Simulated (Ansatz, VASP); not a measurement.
LiH: VASP beside Ansatz

```xyz
2
Lattice="0.0000 1.9739 1.9739 1.9739 0.0000 1.9739 1.9739 1.9739 0.0000" Properties=species:S:1:pos:R:3 pbc="T T T"
Li    0.0000    0.0000    0.0000
H     1.9739    1.9739    1.9739
```

Alike in both runs: task single point; functional LDA; k mesh 10 × 10 × 10; occupations gaussian, width 0.02 eV; no spin polarisation.

```csv
,VASP,Ansatz
version,VASP 6.6.1,Ansatz 0.2.0
potentials or method,"VASP PAW LDA potentials, release 64 (Li_sv, H), cutoff 750 eV","scalar-relativistic, plane waves, PAW"
valence electrons in the cell,4,4
```

```csv
,VASP,Ansatz,Ansatz less VASP
gap on the k mesh at the Fermi level (eV),2.57,2.57,+0.005
least direct gap on the mesh (eV),2.57,2.57,+0.005
pressure (GPa),-1.3,-1.1,+0.16
```

LDA's correlation is that of Perdew and Zunger in VASP and of Perdew and Wang (1992) in Ansatz.
